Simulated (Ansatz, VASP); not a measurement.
**WSe2 in VASP and in Ansatz**

```
CELL_PARAMETERS angstrom
3.28549 0.00000 0.00000
-1.64275 2.84532 0.00000
0.00000 0.00000 24.23865
ATOMIC_POSITIONS crystal
Se 0.33333 0.66667 0.18565
Se 0.33333 0.66667 0.32466
Se 0.55556 0.44444 0.47360
Se 0.55556 0.44444 0.61260
W 0.66667 0.33333 0.25516
W 0.88889 0.11111 0.54310
```

Alike in both runs: task single point; functional PBE; dispersion D3(BJ); k mesh 9 × 9 × 1; occupations gaussian, width 0.05 eV; no spin polarisation.

|  | VASP | Ansatz |
| --- | --- | --- |
| version | VASP 6.6.1 | Ansatz 0.2.0 |
| potentials or method | VASP PAW PBE potentials, release 64 (Se, W_sv), cutoff 520 eV | scalar-relativistic, plane waves, PAW |
| valence electrons in the cell | 52 | 92 |

|  | VASP | Ansatz | Ansatz less VASP |
| --- | --- | --- | --- |
| gap on the k mesh at the Fermi level (eV) | 1.56 | 1.56 | -0.001 |
| least direct gap on the mesh (eV) | 1.65 | 1.65 | +0.004 |
| rms of the force components (eV/Å) | 0.042 | 0.026 | -0.0160 |

VASP's potentials hold 52 valence electrons a cell and Ansatz's 92, so a difference there can come from the potentials and not from the codes.

Neither program's run includes spin-orbit coupling.
